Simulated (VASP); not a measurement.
Set up this calculation in VASP 6.6.1, as the native input.

```yaml
Task: relaxation of cell and atoms
Functional: PBEsol
Potentials_or_basis: VASP PAW PBE potentials, release 64 (Ca_sv)
Cutoff: 600 eV
k_mesh: 13 × 13 × 13
Occupations: fermi-dirac, width 0.1 eV
Spin: no spin polarisation
Target_pressure: 2.8 GPa
Dipole_correction: no
Further_INCAR_settings: ALGO = Normal; EDIFF = 1e-07; IBRION = 2; EDIFFG = -0.005; NSW = 60; ISIF = 3
```

The structure of Ca lies in POSCAR:

```
Ca
1.0
   -2.0748829469      2.0748829469      2.0748829469
    2.0748829469     -2.0748829469      2.0748829469
    2.0748829469      2.0748829469     -2.0748829469
Ca
1
Direct
    0.0000000000      0.0000000000      0.0000000000
```

This isn't the form of Ca at room conditions, which is fcc.

One way to write it, as run:

INCAR

```
SYSTEM = Ca
ALGO     = Normal         ! electronic algorithm
EDIFF    = 1E-7           ! SCF threshold, eV
EDIFFG   = -0.005         ! ionic threshold
ENCUT    = 600            ! plane-wave cutoff, eV
GGA      = PS             ! functional
IBRION   = 2              ! ionic algorithm
ISIF     = 3              ! what is computed and relaxed
ISMEAR   = -1             ! smearing method
LASPH    = .TRUE.         ! aspherical terms in the spheres
LCHARG   = .FALSE.        ! write CHGCAR
LREAL    = .FALSE.        ! projectors in reciprocal space
LWAVE    = .FALSE.        ! write WAVECAR
NELM     = 80             ! most SCF steps
NSW      = 60             ! ionic steps
PREC     = Accurate       ! precision mode
PSTRESS  = 28.0         
SIGMA    = 0.1            ! smearing width, eV
```

KPOINTS

```
k-points
0
G
  13 13 13
  0 0 0
```

Potentials or basis: VASP PAW PBE potentials, release 64 (Ca_sv).

The run is started by

```console
$ cat potpaw_PBE.64/Ca_sv/POTCAR > POTCAR
$ mpirun -np 1 vasp_std > vasp.out
```

It gave:

```yaml
Relaxed_volume: 35.50 Å³/atom
Relaxed_cell: a = 3.586 Å, b = 3.586 Å, c = 3.586 Å, α = 109.47°, β = 109.47°, γ = 109.47°
Space_group_after_relaxing_to_0.1_Å: Im-3m (No. 229)
Energy_change_on_relaxing_the_run_minimises_the_enthalpy: +3.9 meV/atom
Ionic_steps: 3
Pressure_after_relaxing: 2.8 GPa
Band_gap_on_the_k_mesh: zero (bands 5 and 6 overlap by 0.39 eV)
```

Caveat: the cell is relaxed towards a set pressure, so the run minimises the enthalpy, not the energy; the PAW data sets were made with another functional, which shifts forces and pressure a little.

It took 2.2 min on 1 thread of Intel Xeon 8259CL (shared host), peak memory 0.2 GiB.
